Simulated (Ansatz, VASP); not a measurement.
# TiAl: VASP beside Ansatz

```xyz
2
Lattice="2.8324 0.0000 0.0000 0.0000 2.8324 0.0000 0.0000 0.0000 4.0050" Properties=species:S:1:pos:R:3 pbc="T T T"
Ti    0.0000    0.0000    0.0000
Al    1.4162    1.4162    2.0025
```

Alike in both runs: task single point; functional PBEsol; k mesh 16 × 16 × 16; occupations gaussian, width 0.15 eV; no spin polarisation.

|  | VASP | Ansatz |
| --- | --- | --- |
| version | VASP 6.6.1 | Ansatz 0.2.0 |
| potentials or method | VASP PAW PBE potentials, release 64 (Ti_sv, Al), cutoff 520 eV | scalar-relativistic, plane waves, PAW |
| valence electrons in the cell | 15 | 15 |

```csv
,VASP,Ansatz,Ansatz less VASP
gap on the k mesh at the Fermi level (eV),none,none,-
pressure (GPa),-2.1,-2.1,+0.04
"traceless stress, the component that is largest in VASP (GPa)",1.16,1.14,-0.020
```

VASP's potentials were made for PBE, not for PBEsol. A gap of «none» marks a metal or a gap that the smearing closes. With one functional, cell and mesh, what is left measures potentials, basis and numerics.
